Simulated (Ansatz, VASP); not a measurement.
**MnS in VASP and in Ansatz**

File POSCAR:

```
MnS
1.0
    0.0000000000      2.6045000000      2.6045000000
    2.6045000000      0.0000000000      2.6045000000
    2.6045000000      2.6045000000      0.0000000000
Mn S
1 1
Direct
    0.0000000000      0.0000000000      0.0000000000
    0.5000000000      0.5000000000      0.5000000000
```

The input INCAR.step1:

```
SYSTEM = MnS
PREC     = Accurate       ! precision mode
ENCUT    = 520            ! plane-wave cutoff, eV
EDIFF    = 1E-5           ! SCF threshold, eV
ISMEAR   = -1             ! smearing method
SIGMA    = 0.05           ! smearing width, eV
LREAL    = .FALSE.        ! projectors in reciprocal space
LASPH    = .TRUE.         ! aspherical terms in the spheres
NELM     = 150            ! most SCF steps
ALGO     = Normal         ! electronic algorithm
ISIF     = 2              ! what is computed and relaxed
LWAVE    = .TRUE.         ! write WAVECAR
LCHARG   = .FALSE.        ! write CHGCAR
ISPIN    = 2              ! spin polarisation
MAGMOM   = 4 0            ! initial moments
LORBIT   = 11             ! projections on sites
LMAXMIX  = 4              ! l up to which the mixer works
NBANDS   = 20             ! bands
GGA      = PE             ! functional
```

The input INCAR.step2:

```
SYSTEM = MnS
PREC     = Accurate       ! precision mode
ENCUT    = 520            ! plane-wave cutoff, eV
EDIFF    = 1E-6           ! SCF threshold, eV
ISMEAR   = -1             ! smearing method
SIGMA    = 0.05           ! smearing width, eV
LREAL    = .FALSE.        ! projectors in reciprocal space
LASPH    = .TRUE.         ! aspherical terms in the spheres
NELM     = 150            ! most SCF steps
ALGO     = Normal         ! electronic algorithm
ISIF     = 2              ! what is computed and relaxed
LWAVE    = .FALSE.        ! write WAVECAR
LCHARG   = .FALSE.        ! write CHGCAR
ISPIN    = 2              ! spin polarisation
MAGMOM   = 4 0            ! initial moments
LORBIT   = 11             ! projections on sites
LMAXMIX  = 4              ! l up to which the mixer works
GGA      = B3             ! functional
LHFCALC  = .TRUE.         ! exact exchange
AEXX     = 0.2            ! exact-exchange fraction
AGGAX    = 0.72         
AGGAC    = 0.81         
ALDAC    = 0.19         
PRECFOCK = Normal       
NBANDS   = 20             ! bands
ISTART   = 1
```

The input KPOINTS:

```
Automatic mesh
0
G
  5 5 5
  0 0 0
```

input.yaml

```yaml
crystal:
  lattice:
    - [0.0, 2.6045, 2.6045]
    - [2.6045, 0.0, 2.6045]
    - [2.6045, 2.6045, 0.0]
  atoms:
    - { symbol: Mn, position: [0.0, 0.0, 0.0], spin: 4.0 }
    - { symbol: S, position: [0.5, 0.5, 0.5] }
hamiltonian:
  xc: b3lyp
  pseudopotentials: { kind: paw }
magnetization:
  spin_polarized: true
kpoints:
  mp_grid: { grid: [5, 5, 5] }
  band_path:
    path:
      - [[0.0, 0.0, 0.0], [0.5, 0.0, 0.5], [0.5, 0.25, 0.75], [0.375, 0.375, 0.75], [0.0, 0.0, 0.0], [0.5, 0.5, 0.5], [0.625, 0.25, 0.625], [0.5, 0.25, 0.75], [0.5, 0.5, 0.5], [0.375, 0.375, 0.75]]
      - [[0.625, 0.25, 0.625], [0.5, 0.0, 0.5]]
    npoints: 4
scf:
  occupations: { method: fermi_dirac, width: 0.05 }
  n_extra_bands: 6
output:
  forces: true
  stress: true
  eigenvalues: true
  fatbands: false
  write_density: true
  write_potential: true
  elf: true
  volumetric_format: npy
```

Alike in both runs: functional B3LYP; k mesh 5 × 5 × 5; occupations fermi-dirac, width 0.05 eV; collinear spin.

|  | VASP | Ansatz |
| --- | --- | --- |
| version | VASP 6.6.1 | Ansatz 0.2.0 |
| potentials or method | VASP PAW PBE potentials, release 64 (Mn_pv, S) | Ansatz PAW |
| plane-wave cutoff (eV) | 520 | 420 |
| valence electrons in the cell | 19 | 21 |
| task | single point | band structure |

|  | VASP | Ansatz | Ansatz less VASP |
| --- | --- | --- | --- |
| gap on the k mesh at the Fermi level (eV) | 1.36 | 1.33 | -0.032 |
| least direct gap on the mesh (eV) | 3.25 | 3.23 | -0.022 |
| pressure (GPa) | 5.4 | 5.5 | +0.07 |
| net moment per atom (μB) | 2.50 | 2.50 | +0.001 |
| size of the moment on the site where the two differ most (μB) | 0.15 | 0.20 | +0.044 |

VASP's potentials were made for PBE, not for B3LYP. Site moments also hang on the region over which each program counts them. With one functional, cell and mesh, what is left measures potentials, basis and numerics. VASP's potentials hold 19 valence electrons a cell and Ansatz's 21, so a difference there can come from the potentials and not from the codes.

Noted on Ansatz's run: the magnetic or orbital state may not be the lowest; the k mesh misses the band edges, so the gap on the mesh is wider than the one along the path.
